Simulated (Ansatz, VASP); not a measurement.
## Sb in VASP and in Ansatz

```
Sb
1.0
     2.14698    1.23956    3.66487
    -2.14698    1.23956    3.66487
     0.00000   -2.47912    3.66487
Sb
2
Direct
  0.23547 0.23547 0.23547
  0.76453 0.76453 0.76453
```

Alike in both runs: functional LDA; k mesh 9 × 9 × 9; occupations fermi-dirac, width 0.05 eV; no spin polarisation.

Ansatz relaxed the structure, and its values are those at the end. VASP's run is a single point on that final structure, the one shown.

|  | VASP | Ansatz |
| --- | --- | --- |
| version | VASP 6.6.1 | Ansatz 0.2.0 |
| potentials or method | VASP PAW LDA potentials, release 64 (Sb_d_GW), cutoff 500 eV | plane waves, PAW |
| valence electrons in the cell | 30 | 30 |

Ansatz gave:

| Property | Result |
| --- | --- |
| pressure (GPa) | 0.0 |
| rms of the force components (eV/Å) | 0.004 |

What did VASP give for the same quantities?

Pressure (GPa): 0.0; rms of the force components (eV/Å): 0.012.

LDA's correlation is that of Perdew and Zunger in VASP and of Perdew and Wang (1992) in Ansatz.

Spin-orbit coupling is off throughout.
